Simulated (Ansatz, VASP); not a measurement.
## SiC in VASP and in Ansatz

INCAR

```
PREC     = Accurate       # precision mode
ENCUT    = 520            # plane-wave cutoff, eV
EDIFF    = 1E-6           # SCF threshold, eV
ISMEAR   = -1             # smearing method
SIGMA    = 0.02           # smearing width, eV
LREAL    = F              # projectors in reciprocal space
LASPH    = T              # aspherical terms in the spheres
NELM     = 100            # most SCF steps
ALGO     = Normal         # electronic algorithm
ISIF     = 2              # what is computed and relaxed
LWAVE    = F              # write WAVECAR
LCHARG   = F              # write CHGCAR
GGA      = PE             # functional
NBANDS   = 16             # bands
```

The input KPOINTS:

```
Automatic mesh
0
Gamma
  8 6 8
```

Contents of POSCAR:

```
SiC
1.0
   -2.1898574477      2.1898574477      0.0000000000
    0.0000000000      0.0000000000      4.3797148953
    2.1898574477      2.1898574477      0.0000000000
Si C
2 2
Direct
    0.0000000000      0.0000000000      0.0000000000
    0.5000000000      0.5000000000      0.5000000000
    0.0000000000      0.2500000000      0.5000000000
    0.5000000000      0.7500000000      0.0000000000
```

Input for Ansatz:

```yaml
crystal:
  lattice:
    - [-2.1898574477, 2.1898574477, 0.0]
    - [0.0, 0.0, 4.3797148953]
    - [2.1898574477, 2.1898574477, 0.0]
  atoms:
    - { symbol: Si, position: [0.0, 0.0, 0.0] }
    - { symbol: Si, position: [0.5, 0.5, 0.5] }
    - { symbol: C, position: [0.0, 0.25, 0.5] }
    - { symbol: C, position: [0.5, 0.75, 0.0] }
kpoints:
  mp_grid: { grid: [8, 6, 8] }
scf:
  occupations: { method: fermi_dirac, width: 0.02 }
hamiltonian:
  xc: pbe
  pseudopotentials: { kind: paw }
output:
  forces: true
  stress: true
  eigenvalues: true
```

Alike in both runs: task single point; functional PBE; k mesh 8 × 6 × 8; occupations fermi-dirac, width 0.02 eV; no spin polarisation.

|  | VASP | Ansatz |
| --- | --- | --- |
| version | VASP 6.6.1 | Ansatz 0.2.0 |
| potentials or method | VASP PAW PBE potentials, release 64 (Si, C) | PAW with Ansatz's default frozen-core files, scalar-relativistic |
| plane-wave cutoff (eV) | 520 | 420 |
| valence electrons in the cell | 16 | 16 |

```tsv
	VASP	Ansatz	Ansatz less VASP
gap on the k mesh at the Fermi level (eV)	1.37	1.37	+0.002
pressure (GPa)	0.0	0.0	+0.05
```
